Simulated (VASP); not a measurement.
# Cu12H in VASP: a series of runs

Runs on Cu12H. Level: PBE. Tasks: single point.

All numbers are computed with VASP 6.6.1; they aren't measurements. Logs are shortened: lines on timing, memory, paths and dates and some standing lists are left out, and cuts for length are marked.

### 1 The cell of the first run

The cell holds a slab with vacuum, 13 atoms: a = 5.132 Å, b = 5.132 Å, c = 19.028 Å, α = 90.00°, β = 90.00°, γ = 90.00°.

### 2 Single point, PBE

INCAR

```
ALGO = Normal
DIPOL = 0.5 0.5 0.316
EDIFF = 1E-7
ENCUT = 520
GGA = PE
IDIPOL = 3
ISIF = 2
ISMEAR = 0
LASPH = T
LCHARG = F
LDIPOL = T
LREAL = F
LWAVE = F
NBANDS = 78
NELM = 80
PREC = Accurate
SIGMA = 0.1
```

KPOINTS

```
k-points
0
Gamma
  5 5 1
```

POSCAR

```
Cu12H
1.0
    5.1319544695      0.0000000000      0.0000000000
    0.0000000000      5.1319544695      0.0000000000
    0.0000000000      0.0000000000     19.0279316189
Cu H
12 1
Direct
    0.2500000000      0.2500000000      0.2102172785
    0.2500000000      0.7500000000      0.2102172785
    0.7500000000      0.2500000000      0.2102172785
    0.7500000000      0.7500000000      0.2102172785
    0.0000000000      0.0000000000      0.3029241302
    0.0000000000      0.5000000000      0.3029241302
    0.5000000000      0.0000000000      0.3029241302
    0.5000000000      0.5000000000      0.3029241302
    0.2500000000      0.2500000000      0.3956253244
    0.2500000000      0.7500000000      0.3956253244
    0.7500000000      0.2500000000      0.3956253244
    0.7500000000      0.7500000000      0.3956253244
    0.2500000000      0.2500000000      0.4753921099
```

Potentials or basis: VASP PAW PBE potentials, release 64 (Cu, H).

Command:

```bash
cat potpaw_PBE.64/Cu/POTCAR potpaw_PBE.64/H/POTCAR > POTCAR
mpirun -np 1 vasp_std > vasp.out
```

OUTCAR:

```text
EDIFF = 1E-7
   ENCUT = 520
   GGA = PE
   ISIF = 2
   ISMEAR = 0
   LASPH = T
   LREAL = F
   NELM = 80
   PREC = Accurate

 ion  position               nearest neighbor table
   1  0.250  0.250  0.210-   5 2.53   6 2.53   7 2.53   8 2.53   2 2.57   3 2.57   2 2.57   3 2.57

   2  0.250  0.750  0.210-   5 2.53   6 2.53   7 2.53   8 2.53   1 2.57   4 2.57   1 2.57   4 2.57

   3  0.750  0.250  0.210-   5 2.53   6 2.53   7 2.53   8 2.53   1 2.57   4 2.57   4 2.57   1 2.57

   4  0.750  0.750  0.210-   5 2.53   6 2.53   7 2.53   8 2.53   2 2.57   3 2.57   3 2.57   2 2.57

   5  0.000  0.000  0.303-   9 2.53  10 2.53  11 2.53  12 2.53   1 2.53   2 2.53   3 2.53   4 2.53
                             6 2.57   7 2.57   6 2.57   7 2.57
   6  0.000  0.500  0.303-   9 2.53  10 2.53  11 2.53  12 2.53   1 2.53   2 2.53   3 2.53   4 2.53
                             5 2.57   8 2.57   5 2.57   8 2.57
   7  0.500  0.000  0.303-   9 2.53  10 2.53  11 2.53  12 2.53   1 2.53   2 2.53   3 2.53   4 2.53
                             5 2.57   8 2.57   8 2.57   5 2.57
   8  0.500  0.500  0.303-   9 2.53  10 2.53  11 2.53  12 2.53   1 2.53   2 2.53   3 2.53   4 2.53
                             6 2.57   7 2.57   7 2.57   6 2.57
   9  0.250  0.250  0.396-  13 1.52   6 2.53   7 2.53   8 2.53   5 2.53  11 2.57  10 2.57  10 2.57
                            11 2.57
  10  0.250  0.750  0.396-   5 2.53   6 2.53   7 2.53   8 2.53   9 2.57  12 2.57   9 2.57  12 2.57

  11  0.750  0.250  0.396-   5 2.53   6 2.53   7 2.53   8 2.53   9 2.57  12 2.57  12 2.57   9 2.57

  12  0.750  0.750  0.396-   5 2.53   6 2.53   7 2.53   8 2.53  10 2.57  11 2.57  11 2.57  10 2.57

  13  0.250  0.250  0.475-   9 1.52

  LATTYP: Found a simple tetragonal cell.
 ALAT       =     5.1319544695
 C/A-ratio  =     3.7077358601

  Lattice vectors:

 A1 = (   5.1319544695,   0.0000000000,   0.0000000000)
 A2 = (   0.0000000000,   5.1319544695,   0.0000000000)
 A3 = (   0.0000000000,   0.0000000000,  19.0279316189)

Analysis of symmetry for initial positions (statically):
=====================================================================
 Subroutine PRICEL returns:
 Original cell was already a primitive cell.

 Routine SETGRP: Setting up the symmetry group for a
 simple tetragonal supercell.

 Subroutine GETGRP returns: Found  8 space group operations
 (whereof  2 operations were pure point group operations)
 out of a pool of 16 trial point group operations.

The static configuration has the point symmetry C_1h.
 The point group associated with its full space group is C_4v.

Analysis of symmetry for dynamics (positions and initial velocities):
=====================================================================
 Subroutine PRICEL returns:
 Original cell was already a primitive cell.

 Routine SETGRP: Setting up the symmetry group for a
 simple tetragonal supercell.

 Subroutine GETGRP returns: Found  8 space group operations
 (whereof  2 operations were pure point group operations)
 out of a pool of 16 trial point group operations.

The dynamic configuration has the point symmetry C_1h.
 The point group associated with its full space group is C_4v.

 Subroutine INISYM returns: Found  8 space group operations
 (whereof  2 operations are pure point group operations),
 and found     1 'primitive' translations

----------------------------------------------------------------------------------------

                                     Primitive cell

  volume of cell :     501.1378

  direct lattice vectors                    reciprocal lattice vectors
     5.131954470  0.000000000  0.000000000     0.194857535  0.000000000  0.000000000
     0.000000000  5.131954470  0.000000000     0.000000000  0.194857535  0.000000000
     0.000000000  0.000000000 19.027931619     0.000000000  0.000000000  0.052554320

  length of vectors
     5.131954470  5.131954470 19.027931619     0.194857535  0.194857535  0.052554320

  position of ions in fractional coordinates (direct lattice)
     0.250000000  0.250000000  0.210217278
     0.250000000  0.750000000  0.210217278
     0.750000000  0.250000000  0.210217278
     0.750000000  0.750000000  0.210217278
     0.000000000  0.000000000  0.302924130
     0.000000000  0.500000000  0.302924130
     0.500000000  0.000000000  0.302924130
     0.500000000  0.500000000  0.302924130
     0.250000000  0.250000000  0.395625324
     0.250000000  0.750000000  0.395625324
     0.750000000  0.250000000  0.395625324
     0.750000000  0.750000000  0.395625324
     0.250000000  0.250000000  0.475392110

  ion indices of the primitive-cell ions
   primitive index   ion index
                 1           1
                 2           2
                 3           3
                 4           4
                 5           5
                 6           6
                 7           7
                 8           8
                 9           9
                10          10
                11          11
                12          12
                13          13

----------------------------------------------------------------------------------------

 KPOINTS: k-points

Automatic generation of k-mesh.
 Grid dimensions read from file:
 generate k-points for:    5    5    1

 Generating k-lattice:

  Cartesian coordinates                     Fractional coordinates (reciprocal lattice)
     0.038971507  0.000000000  0.000000000     0.200000000  0.000000000  0.000000000
     0.000000000  0.038971507  0.000000000     0.000000000  0.200000000  0.000000000
     0.000000000  0.000000000  0.052554320     0.000000000  0.000000000  1.000000000

  Length of vectors
     0.038971507  0.038971507  0.052554320

  Shift w.r.t. Gamma in fractional coordinates (k-lattice)
     0.000000000  0.000000000  0.000000000

 Subroutine IBZKPT returns following result:
 ===========================================

 Found      6 irreducible k-points:

 Following reciprocal coordinates:
            Coordinates               Weight
  0.000000  0.000000  0.000000      1.000000
  0.200000  0.000000  0.000000      4.000000
  0.400000  0.000000  0.000000      4.000000
  0.200000  0.200000  0.000000      4.000000
  0.400000  0.200000  0.000000      8.000000
  0.400000  0.400000  0.000000      4.000000
   k-points           NKPTS =      6   k-points in BZ     NKDIM =      6   number of bands    NBANDS=     78
   number of dos      NEDOS =    301   number of ions     NIONS =     13
   total plane-waves  NPLWV = 230400
   dimension x,y,z NGX =    40 NGY =   40 NGZ =  144
   dimension x,y,z NGXF=    80 NGYF=   80 NGZF=  288
   ions per type =              12   1
   NGX,Y,Z   is equivalent  to a cutoff of  12.96, 12.96, 12.58 a.u.
   NGXF,Y,Z  is equivalent  to a cutoff of  25.92, 25.92, 25.16 a.u.
 SYSTEM =  unknown system
   PREC   = accura    normal or accurate (medium, high low for compatibility)
   ISTART =      0    job   : 0-new  1-cont  2-samecut
   ICHARG =      2    charge: 1-file 2-atom 10-const
   ISPIN  =      1    spin polarized calculation?
   LNONCOLLINEAR =      F non collinear calculations
   LSORBIT =      F    spin-orbit coupling
   LASPH  =      T    aspherical Exc in radial PAW
   ENCUT  =  520.0 eV  38.22 Ry    6.18 a.u.   9.54  9.54 35.38*2*pi/ulx,y,z
   NELM   =     80;   NELMIN=  2; NELMDL= -5     # of ELM steps
   EDIFF  = 0.1E-06   stopping-criterion for ELM
   LREAL  =      F    real-space projection
   EDIFFG = 0.1E-05   stopping-criterion for IOM
   NSW    =      0    number of steps for IOM
   IBRION =     -1    ionic relax: 0-MD 1-quasi-New 2-CG
   NFREE  =      0    steps in history (QN), initial steepest desc. (CG)
   ISIF   =      2    stress and relaxation
   ISYM   =      2    0-nonsym 1-usesym 2-fastsym
   POTIM  = 0.5000    time-step for ionic-motion
   TEBEG  =    0.0;   TEEND  =   0.0 temperature during run
   PSTRESS=    0.0 pullay stress
   NELECT =     133.0000    total number of electrons
   NUPDOWN=      -1.0000    fix difference up-down
   EMIN   =  10.00;   EMAX   =-10.00  energy-range for DOS
   EFERMI =   0.00;   METHOD = LEGACY
   ISMEAR =     0;   SIGMA  =   0.10  broadening in eV -4-tet -1-fermi 0-gaus
   EFERMI_NEDOS =   21; number of points for ismear=-14 and -15
   IALGO  =     38    algorithm
   IMIX   =      4    mixing-type and parameters
     AMIX     =   0.40;   BMIX     =  1.00
     AMIX_MAG =   1.60;   BMIX_MAG =  1.00
  volume/ion in A,a.u.               =      38.55       260.14
  Fermi-wavevector in a.u.,A,eV,Ry     =   1.052058  1.988101 15.059280  1.106826
  Thomas-Fermi vector in A             =   2.187126
   LORBIT       =      0    0 simple, 1 ext, 2 COOP (PROOUT), +10 PAW based schemes
   GGA     = PE    functional components
   LHFCALC =     F    Hartree Fock is set to
   AEXX    =    0.0000 exact exchange contribution
   IVDW    =     0    specifies the selected vdW correction
   LEPSILON=     F    determine dielectric tensor
   LRPA    =     F    only Hartree local field effects (RPA)
 non-spin polarized calculation
 Gauss-broadening in eV      SIGMA  =   0.10
  energy-cutoff  :      520.00
  volume of cell :      501.14
 maximum number of plane-waves:     13595
 NGX is ok and might be reduce to    40
   NGX = 19   NGY = 19   NGZ = 71

 number of electron     132.9999786 magnetization

 dipolmoment           0.000000      0.000000      0.087208 electrons x Angstroem

 Free energy of the ion-electron system (eV)
  ---------------------------------------------------
  ext. energy  EPLUGINS =         0.00000000
  ---------------------------------------------------
  free energy    TOTEN  =       -42.95858040 eV

  energy without entropy =      -42.93241600  energy(sigma->0) =      -42.94549820

 E-fermi :  -1.2414     XC(G=0):  -4.6611

 val. band max:       -1.3000822340   @ k =   0.0000   0.0000   0.0000
 cond. band min:      -1.2296506693   @ k =   0.0000   0.0000   0.0000
 fundamental gap:      0.0704315646
 Fermi energy:        -1.2414360809

 k-point     1 :       0.0000    0.0000    0.0000
  band No.  band energies     occupation
      1      -9.6313      2.00000
      2      -7.1323      2.00000
      3      -6.0986      2.00000
      4      -6.0986      2.00000
      5      -5.9166      2.00000
      6      -5.8781      2.00000
[... 70 lines left out ...]
     77       3.1064      0.00000
     78       3.7309      0.00000

 k-point     2 :       0.2000    0.0000    0.0000
  band No.  band energies     occupation
      1      -9.3986      2.00000
      2      -6.9411      2.00000
      3      -6.6223      2.00000
      4      -5.9457      2.00000
      5      -5.8658      2.00000
      6      -5.7580      2.00000
[... 70 lines left out ...]
     77       3.3278      0.00000
     78       3.7348      0.00000

 k-point     3 :       0.4000    0.0000    0.0000
  band No.  band energies     occupation
      1      -8.7257      2.00000
      2      -7.7105      2.00000
      3      -6.4359      2.00000
      4      -5.9484      2.00000
      5      -5.6377      2.00000
      6      -5.5778      2.00000
[... 70 lines left out ...]
     77       3.4271      0.00000
     78       3.8671      0.00000

 k-point     4 :       0.2000    0.2000    0.0000
  band No.  band energies     occupation
      1      -9.1681      2.00000
      2      -6.7563      2.00000
      3      -6.4751      2.00000
      4      -6.4359      2.00000
      5      -5.8136      2.00000
      6      -5.6711      2.00000
[... 70 lines left out ...]
     77       3.2929      0.00000
     78       3.5469      0.00000

 k-point     5 :       0.4000    0.2000    0.0000
  band No.  band energies     occupation
      1      -8.5037      2.00000
      2      -7.5095      2.00000
      3      -6.2746      2.00000
      4      -6.0590      2.00000
      5      -5.8226      2.00000
      6      -5.7334      2.00000
[... 70 lines left out ...]
     77       3.8384      0.00000
     78       4.0658      0.00000

 k-point     6 :       0.4000    0.4000    0.0000
  band No.  band energies     occupation
      1      -7.8728      2.00000
      2      -7.0033      2.00000
      3      -6.9213      2.00000
      4      -6.2834      2.00000
      5      -5.8015      2.00000
      6      -5.4937      2.00000
[... 70 lines left out ...]
     77       4.6015      0.00000
     78       4.6262      0.00000

------------------------ aborting loop because EDIFF is reached ----------------------------------------

 vacuum level on the upper side and lower side of the slab       (xc-potential included)         0.280        -0.300

  FORCE on cell =-STRESS in cart. coord.  units (eV):
  Direction    XX          YY          ZZ          XY          YZ          ZX
  --------------------------------------------------------------------------------------
  -------------------------------------------------------------------------------------
  Total       -4.2830533     -4.2830533      1.3723167      0.0000000      0.0000000     -0.0000000
  in kB      -13.6932613    -13.6932613      4.3874055      0.0000000      0.0000000     -0.0000000
  external PRESSURE =      -7.6663723 kB  Pullay stress =       0.0000000 kB

 VOLUME and BASIS-vectors are now :
 -----------------------------------------------------------------------------
  energy-cutoff  :      520.00
  volume of cell :      501.14
      direct lattice vectors                 reciprocal lattice vectors
     5.131954470  0.000000000  0.000000000     0.194857535  0.000000000  0.000000000
     0.000000000  5.131954470  0.000000000     0.000000000  0.194857535  0.000000000
     0.000000000  0.000000000 19.027931619     0.000000000  0.000000000  0.052554320

 POSITION                                       TOTAL-FORCE (eV/Angst)
 -----------------------------------------------------------------------------------
      1.28299      1.28299      4.00000         0.000000     -0.000000      0.008162
      1.28299      3.84897      4.00000         0.000000      0.000000     -0.049379
      3.84897      1.28299      4.00000         0.000000      0.000000     -0.049379
      3.84897      3.84897      4.00000         0.000000      0.000000     -0.091485
      0.00000      0.00000      5.76402         0.016574      0.016574     -0.108857
      0.00000      2.56598      5.76402         0.016574     -0.016574     -0.108857
      2.56598      0.00000      5.76402        -0.016574      0.016574     -0.108857
      2.56598      2.56598      5.76402        -0.016574     -0.016574     -0.108857
      1.28299      1.28299      7.52793         0.000000      0.000000      0.264007
      1.28299      3.84897      7.52793         0.000000      0.000000      0.202976
      3.84897      1.28299      7.52793         0.000000      0.000000      0.202976
      3.84897      3.84897      7.52793         0.000000     -0.000000     -0.089559
      1.28299      1.28299      9.04573         0.000000      0.000000      0.037111
 -----------------------------------------------------------------------------------
    total drift:                               -0.000000      0.000000      0.001392

  FREE ENERGIE OF THE ION-ELECTRON SYSTEM (eV)
  ---------------------------------------------------
  free  energy   TOTEN  =       -42.9585803974 eV

  energy  without entropy=      -42.9324160042  energy(sigma->0) =      -42.94549820

 vacuum level on the upper side and lower side of the slab         3.870         3.264
```

Run time: 22 min. Hardware: 1 thread of Intel Xeon 8259CL, shared host; peak memory 0.6 GiB.

What came out:

| Quantity | Value |
| --- | --- |
| Free energy | -42.9586 eV |
| Largest force | 0.264 eV/Å |
| Band gap on the k mesh | zero (an odd number of electrons rules out a gap without spin polarisation) |

Forces on the atoms (eV/Å):
```
Cu   0.000  0.000  0.008
Cu   0.000  0.000 -0.049
Cu   0.000  0.000 -0.049
Cu   0.000  0.000 -0.091
Cu   0.017  0.017 -0.109
Cu   0.017 -0.017 -0.109
Cu  -0.017  0.017 -0.109
Cu  -0.017 -0.017 -0.109
Cu   0.000  0.000  0.264
Cu   0.000  0.000  0.203
Cu   0.000  0.000  0.203
Cu   0.000  0.000 -0.090
H    0.000  0.000  0.037
```

Levels at points of the mesh, in eV from the Fermi level:
```tsv
k point	band 63	band 64	band 65	band 66	band 67	band 68	band 69	band 70	band 71	band 72
(0.00, 0.00, 0.00)	-1.10	-0.22	-0.19	-0.06	-0.06	0.01	0.01	0.38	2.01	2.85
```

### 3 Single point, PBE

INCAR

```
SYSTEM = Cu12H
PREC = Accurate
ENCUT = 520
EDIFF = 1E-7
ISMEAR = 0
SIGMA = 0.1
LREAL = .FALSE.
LASPH = .TRUE.
NELM = 80
ALGO = Normal
ISIF = 2
LWAVE = .FALSE.
LCHARG = .FALSE.
LDIPOL = .TRUE.
IDIPOL = 3
DIPOL = 0.5 0.5 0.312
GGA = PE
NBANDS = 78
```

KPOINTS

```
regular mesh
0
G
  5 5 1
  0 0 0
```

Changes to POSCAR since step 2:

```diff
@@ -20,2 +20,2 @@
     0.7500000000      0.7500000000      0.3956253244
-    0.2500000000      0.2500000000      0.4753921099
+    0.5000000000      0.5000000000      0.4238297213
```

Potentials or basis: VASP PAW PBE potentials, release 64 (Cu, H).

Command:

```bash
cat potpaw_PBE.64/Cu/POTCAR potpaw_PBE.64/H/POTCAR > POTCAR
mpirun -np 1 vasp_std > vasp.out
```

It took 22 min on 1 thread of Intel Xeon 8259CL, shared host; peak memory 0.59 GiB.

Results (log left out):

- Free energy: -43.4467 eV
- Largest force: 0.412 eV/Å
- Band gap on the k mesh: zero (an odd number of electrons rules out a gap without spin polarisation)

Forces on the atoms (eV/Å):
```
Cu   0.026  0.026 -0.032
Cu   0.026 -0.026 -0.032
Cu  -0.026  0.026 -0.032
Cu  -0.026 -0.026 -0.032
Cu   0.000  0.000  0.145
Cu   0.000  0.000 -0.131
Cu   0.000  0.000 -0.131
Cu   0.000  0.000 -0.412
Cu   0.042  0.042  0.161
Cu   0.042 -0.042  0.161
Cu  -0.042  0.042  0.161
Cu  -0.042 -0.042  0.161
H    0.000  0.000  0.014
```

Levels at points of the mesh, in eV from the Fermi level:
```tsv
k point	band 63	band 64	band 65	band 66	band 67	band 68	band 69	band 70	band 71	band 72
(0.00, 0.00, 0.00)	-1.12	-0.75	-0.24	-0.24	-0.06	-0.03	-0.02	1.13	2.67	2.67
```

The gap in the log of VASP goes by the Fermi energy; the results here count the filled bands.